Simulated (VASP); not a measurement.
# Se (P6/mmm) in VASP: notebook

Runs on Se. Level: revPBE. Tasks: single point, relaxation of cell and atoms.

All numbers are computed with VASP 6.6.1; they aren't measurements. Logs are shortened: lines on timing, memory, paths and dates and some standing lists are left out, and cuts for length are marked.

## 1. The cell of the first run

Symmetry: P6/mmm, No. 191, hexagonal system. Conventional cell: a = 4.888 Å, b = 4.888 Å, c = 3.550 Å, α = 90.00°, β = 90.00°, γ = 120.00°. Se (site symmetry 6/mmm) has 14 Se at 3.33 to 3.55 Å within 4.4 Å. Within 3.7 Å of Se (site symmetry -6m2) lie 11 Se at 2.82 to 3.55 Å.

## 2. Single point, revPBE (volume scaled by 1.12)

File INCAR:

```
PREC = Accurate ; ENCUT = 520
EDIFF = 1E-6 ; ISMEAR = -1
SIGMA = 0.1 ; LREAL = False
LASPH = True ; NELM = 80
ALGO = Normal ; ISIF = 2
LWAVE = False ; LCHARG = False
GGA = RE ; NBANDS = 16
```

File KPOINTS:

```
Automatic mesh
0
Gamma
  9 9 10
```

File POSCAR:

```
Se
1.0
    4.8877768845      0.0000000000      0.0000000000
   -2.4438884423      4.2329389500      0.0000000000
    0.0000000000      0.0000000000      3.5500671762
Se
3
Direct
    0.0000000000      0.0000000000      0.0000000000
    0.3333333333      0.6666666667      0.5000000000
    0.6666666667      0.3333333333      0.5000000000
```

Potentials or basis: VASP PAW PBE potentials, release 64 (Se).

Launch:

```console
cat potpaw_PBE.64/Se/POTCAR > POTCAR
mpirun -np 1 vasp_std > vasp.out
```

OUTCAR:

```text
PREC = Accurate
   ENCUT = 520
   EDIFF = 1E-6
   ISMEAR = -1
   LREAL = False
   LASPH = True
   NELM = 80
   ISIF = 2
   GGA = RE

 ion  position               nearest neighbor table
   1  0.000  0.000  0.000-
   2  0.333  0.667  0.500-
   3  0.667  0.333  0.500-

  LATTYP: Found a hexagonal cell.
 ALAT       =     4.8877768845
 C/A-ratio  =     0.7263153086

  Lattice vectors:

 A1 = (   4.8877768845,   0.0000000000,   0.0000000000)
 A2 = (  -2.4438884423,   4.2329389500,   0.0000000000)
 A3 = (   0.0000000000,   0.0000000000,   3.5500671762)

Analysis of symmetry for initial positions (statically):
=====================================================================
 Subroutine PRICEL returns:
 Original cell was already a primitive cell.

 Routine SETGRP: Setting up the symmetry group for a
 hexagonal supercell.

 Subroutine GETGRP returns: Found 24 space group operations
 (whereof 24 operations were pure point group operations)
 out of a pool of 24 trial point group operations.

The static configuration has the point symmetry D_6h.

Analysis of symmetry for dynamics (positions and initial velocities):
=====================================================================
 Subroutine PRICEL returns:
 Original cell was already a primitive cell.

 Routine SETGRP: Setting up the symmetry group for a
 hexagonal supercell.

 Subroutine GETGRP returns: Found 24 space group operations
 (whereof 24 operations were pure point group operations)
 out of a pool of 24 trial point group operations.

The dynamic configuration has the point symmetry D_6h.

 Subroutine INISYM returns: Found 24 space group operations
 (whereof 24 operations are pure point group operations),
 and found     1 'primitive' translations

----------------------------------------------------------------------------------------

                                     Primitive cell

  volume of cell :      73.4497

  direct lattice vectors                    reciprocal lattice vectors
     4.887776885  0.000000000  0.000000000     0.204591990  0.118121241  0.000000000
    -2.443888442  4.232938950  0.000000000     0.000000000  0.236242481  0.000000000
     0.000000000  0.000000000  3.550067176     0.000000000  0.000000000  0.281684811

  length of vectors
     4.887776885  4.887776885  3.550067176     0.236242481  0.236242481  0.281684811

  position of ions in fractional coordinates (direct lattice)
[... 74 lines left out ...]
   ICHARG =      2    charge: 1-file 2-atom 10-const
   ISPIN  =      1    spin polarized calculation?
   LNONCOLLINEAR =      F non collinear calculations
   LSORBIT =      F    spin-orbit coupling
   LASPH  =      T    aspherical Exc in radial PAW
   ENCUT  =  520.0 eV  38.22 Ry    6.18 a.u.   9.09  9.09  6.60*2*pi/ulx,y,z
   NELM   =     80;   NELMIN=  2; NELMDL= -5     # of ELM steps
   EDIFF  = 0.1E-05   stopping-criterion for ELM
   LREAL  =      F    real-space projection
   EDIFFG = 0.1E-04   stopping-criterion for IOM
   NSW    =      0    number of steps for IOM
   IBRION =     -1    ionic relax: 0-MD 1-quasi-New 2-CG
   NFREE  =      0    steps in history (QN), initial steepest desc. (CG)
   ISIF   =      2    stress and relaxation
   ISYM   =      2    0-nonsym 1-usesym 2-fastsym
   POTIM  = 0.5000    time-step for ionic-motion
   TEBEG  =    0.0;   TEEND  =   0.0 temperature during run
   PSTRESS=    0.0 pullay stress
   NELECT =      18.0000    total number of electrons
   NUPDOWN=      -1.0000    fix difference up-down
   EMIN   =  10.00;   EMAX   =-10.00  energy-range for DOS
   EFERMI =   0.00;   METHOD = LEGACY
   ISMEAR =    -1;   SIGMA  =   0.10  broadening in eV -4-tet -1-fermi 0-gaus
   EFERMI_NEDOS =   21; number of points for ismear=-14 and -15
   IALGO  =     38    algorithm
   IMIX   =      4    mixing-type and parameters
     AMIX     =   0.40;   BMIX     =  1.00
     AMIX_MAG =   1.60;   BMIX_MAG =  1.00
  volume/ion in A,a.u.               =      24.48       165.22
  Fermi-wavevector in a.u.,A,eV,Ry     =   1.024477  1.935981 14.280046  1.049554
  Thomas-Fermi vector in A             =   2.158267
   LORBIT       =      0    0 simple, 1 ext, 2 COOP (PROOUT), +10 PAW based schemes
   GGA     = RE    functional components
   LHFCALC =     F    Hartree Fock is set to
   AEXX    =    0.0000 exact exchange contribution
   IVDW    =     0    specifies the selected vdW correction
   LEPSILON=     F    determine dielectric tensor
   LRPA    =     F    only Hartree local field effects (RPA)
 non-spin polarized calculation
  energy-cutoff  :      520.00
  volume of cell :       73.45
 maximum number of plane-waves:      1998
   NGX = 19   NGY = 19   NGZ = 13

 number of electron      17.9999996 magnetization

 Free energy of the ion-electron system (eV)
  ---------------------------------------------------
  ext. energy  EPLUGINS =         0.00000000
  ---------------------------------------------------
  free energy    TOTEN  =        -7.52074071 eV

  energy without entropy =       -7.42900719  energy(sigma->0) =       -7.47487395

 E-fermi :   3.4687     XC(G=0):  -9.6356

 val. band max:        3.4615529610   @ k =   0.1111   0.0000   0.5000
 cond. band min:       3.4903106034   @ k =   0.3333   0.3333   0.0000
 fundamental gap:      0.0287576424
 Fermi energy:         3.4686835803

 k-point     1 :       0.0000    0.0000    0.0000
  band No.  band energies     occupation
      1     -11.4391      2.00000
      2      -8.0518      2.00000
      3      -7.6444      2.00000
      4      -0.6934      2.00000
      5      -0.6934      2.00000
      6       0.4099      2.00000
[... 433 lines left out ...]
      3      -9.0123      2.00000
      4      -0.9344      2.00000
      5       0.5728      2.00000
      6       0.5728      2.00000
[... 8 lines left out ...]
     15      11.7370      0.00000
     16      13.1758      0.00000

 [... further k-points ...]
[... 5 lines left out ...]
  --------------------------------------------------------------------------------------
  -------------------------------------------------------------------------------------
  Total       -2.9240208     -2.9240208     -1.4307321      0.0000000     -0.0000000      0.0000000
  in kB      -63.7824335    -63.7824335    -31.2089356      0.0000000     -0.0000000      0.0000000
  external PRESSURE =     -52.9246009 kB  Pullay stress =       0.0000000 kB

 VOLUME and BASIS-vectors are now :
 -----------------------------------------------------------------------------
  energy-cutoff  :      520.00
  volume of cell :       73.45
      direct lattice vectors                 reciprocal lattice vectors
     4.887776885  0.000000000  0.000000000     0.204591990  0.118121241  0.000000000
    -2.443888442  4.232938950  0.000000000     0.000000000  0.236242481  0.000000000
     0.000000000  0.000000000  3.550067176     0.000000000  0.000000000  0.281684811

 POSITION                                       TOTAL-FORCE (eV/Angst)
 -----------------------------------------------------------------------------------
      0.00000      0.00000      0.00000        -0.000000      0.000000      0.000000
     -0.00000      2.82196      1.77503         0.000000      0.000000     -0.000000
      2.44389      1.41098      1.77503        -0.000000      0.000000      0.000000
 -----------------------------------------------------------------------------------
    total drift:                                0.000000      0.000000     -0.000000

  FREE ENERGIE OF THE ION-ELECTRON SYSTEM (eV)
  ---------------------------------------------------
  free  energy   TOTEN  =        -7.5207407087 eV

  energy  without entropy=       -7.4290071875  energy(sigma->0) =       -7.47487395
```

OSZICAR:

```text
N       E                     dE             d eps       ncg     rms          rms(c)
DAV:   1     0.716151555997E+02    0.71615E+02   -0.74371E+03  2304   0.957E+02
DAV:   2    -0.371474158251E+01   -0.75330E+02   -0.72021E+02  3088   0.150E+02
DAV:   3    -0.757227419916E+01   -0.38575E+01   -0.38314E+01  2864   0.366E+01
DAV:   4    -0.759325623528E+01   -0.20982E-01   -0.20978E-01  3040   0.325E+00
DAV:   5    -0.759336989485E+01   -0.11366E-03   -0.11366E-03  2968   0.234E-01    0.438E+00
DAV:   6    -0.754279734139E+01    0.50573E-01   -0.21141E-01  2872   0.244E+00    0.272E+00
DAV:   7    -0.752280709762E+01    0.19990E-01   -0.62215E-02  2808   0.152E+00    0.173E+00
DAV:   8    -0.752074460919E+01    0.20625E-02   -0.28658E-02  2960   0.970E-01    0.193E-01
DAV:   9    -0.752071252143E+01    0.32088E-04   -0.15988E-03  2936   0.222E-01    0.952E-02
DAV:  10    -0.752073541270E+01   -0.22891E-04   -0.17953E-04  3024   0.779E-02    0.207E-02
DAV:  11    -0.752074010969E+01   -0.46970E-05   -0.14309E-05  2880   0.239E-02    0.803E-03
DAV:  12    -0.752074070874E+01   -0.59905E-06   -0.23833E-06  3056   0.114E-02
   1 F= -.75207407E+01 E0= -.74748739E+01  d E =-.917335E-01
```

stdout:

```text
POSCAR found type information on POSCAR Se
 POSCAR found :  1 types and       3 ions
 scaLAPACK will be used
 -----------------------------------------------------------------------------
|                                                                             |
|                                                                             |
|     You enforced a specific xc type in the INCAR file but a different       |
|     I HOPE YOU KNOW WHAT YOU ARE DOING!                                     |
|                                                                             |
 -----------------------------------------------------------------------------

 LDA part: xc-table for (Slater+PW92), standard interpolation
 POSCAR, INCAR and KPOINTS ok, starting setup
 FFT: planning ... GRIDC
 FFT: planning ... GRID_SOFT
 FFT: planning ... GRID
 WAVECAR not read
 entering main loop
```

It took 26 s on 1 thread of Intel Xeon 6975P-C (Granite Rapids), shared host; peak memory 0.22 GiB.

What came out:

```
Free energy            : -7.5207 eV
Pressure               : -5.3 GPa
Band gap on the k mesh : zero (band 9 reaches 4.69 eV, above the bottom of band 10 at 2.24 eV)
```

Levels at points of the mesh, in eV from the Fermi level:
| k point | band 7 | band 8 | band 9 | band 10 | band 11 | band 12 |
| --- | --- | --- | --- | --- | --- | --- |
| (0.00, 0.00, 0.00) | -3.06 | -2.02 | 1.22 | 1.36 | 2.56 | 2.56 |
| (0.00, 0.00, 0.50) | -2.40 | -1.26 | -1.23 | -1.23 | -0.23 | -0.23 |

Caveat: the cell differs from its parent crystal (volume scaled by 1.12); the PAW data sets were made with another functional, which shifts forces and pressure a little.

## 3. Single point, revPBE

This run uses another cell than the first one, of 21.86 Å³/atom, 0.893 times its volume.

File INCAR:

```
SYSTEM = Se
ALGO = Normal
EDIFF = 1E-7
ENCUT = 520
GGA = RE
ISIF = 2
ISMEAR = -1
LASPH = .TRUE.
LCHARG = .TRUE.
LELF = .TRUE.
LREAL = .FALSE.
LVHAR = .TRUE.
LWAVE = .FALSE.
NBANDS = 16
NELM = 80
PREC = Accurate
SIGMA = 0.1
```

File KPOINTS:

```
k-points
0
G
  10 10 12
  0 0 0
```

File POSCAR:

```
Se
1.0
    4.7065791397      0.0000000000      0.0000000000
   -2.3532895698      4.0760170999      0.0000000000
    0.0000000000      0.0000000000      3.4184604802
Se
3
Direct
    0.0000000000      0.0000000000      0.0000000000
    0.3333333333      0.6666666667      0.5000000000
    0.6666666667      0.3333333333      0.5000000000
```

Potentials or basis: VASP PAW PBE potentials, release 64 (Se).

Launch:

```console
cat potpaw_PBE.64/Se/POTCAR > POTCAR
mpirun -np 1 vasp_std > vasp.out
```

It took 36 s on 1 thread of Intel Xeon 6975P-C (Granite Rapids), shared host; peak memory 0.23 GiB.

The run converged. Its results:

| Quantity | Value |
| --- | --- |
| Free energy | -7.6747 eV |
| Pressure | -0.1 GPa |
| Band gap on the k mesh | zero (band 9 reaches 6.24 eV, above the bottom of band 10 at 3.22 eV) |

Stress tensor (GPa, compression positive):
```
-0.47  0.00  0.00
 0.00 -0.47  0.00
 0.00  0.00  0.65
```

Levels at points of the mesh, in eV from the Fermi level:
```csv
k point,band 7,band 8,band 9,band 10,band 11,band 12
"(0.00, 0.00, 0.00)",-3.69,-2.40,1.48,1.62,3.02,3.02
"(0.50, 0.00, 0.00)",-0.77,-0.61,-0.06,0.97,0.98,1.38
"(0.00, 0.00, 0.50)",-2.80,-1.55,-1.54,-1.54,-0.52,-0.52
"(0.50, 0.00, 0.50)",-3.08,-1.96,0.02,0.73,1.25,2.05
```

Caveat: the PAW data sets were made with another functional, which shifts forces and pressure a little.

[end of part 1 of 2]
